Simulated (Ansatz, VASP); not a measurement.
Ti2BN3 in VASP and in Ansatz

```xyz
6
Lattice="2.8039 0.0000 0.0000 0.0000 2.8039 0.0000 0.0000 0.0000 7.2571" Properties=species:S:1:pos:R:3 pbc="T T T"
Ti    1.4019    1.4019    5.8375
Ti    1.4019    1.4019    1.4195
B     1.4019    1.4019    3.6285
N     0.0000    0.0000    0.0000
N     0.0000    0.0000    5.2070
N     0.0000    0.0000    2.0500
```

Change from the starting cell: species swapped into the MgSc3Ru2 type (P4/mmm, No. 123).

Alike in both runs: task relaxation of cell and atoms; functional PBE; k mesh 14 × 14 × 6; occupations gaussian, width 0.1 eV; no spin polarisation.

|  | VASP | Ansatz |
| --- | --- | --- |
| version | VASP 6.6.1 | Ansatz 0.2.0 |
| potentials or method | VASP PAW PBE potentials, release 64 (Ti_sv, B, N), cutoff 600 eV | scalar-relativistic, plane waves, PAW |
| valence electrons in the cell | 42 | 42 |

Ansatz gave:

```
gap on the k mesh at the Fermi level, each at its own relaxed structure (eV) : none
relaxed volume (Å³/atom)                                                     : 9.47
relaxed cell length with the largest relative difference (Å)                 : 7.234
```

**Question.** Which values does VASP return?

**Answer.** gap on the k mesh at the Fermi level, each at its own relaxed structure (eV): none; relaxed volume (Å³/atom): 9.46; relaxed cell length with the largest relative difference (Å): 7.224.

A gap of «none» marks a metal or a gap that the smearing closes.
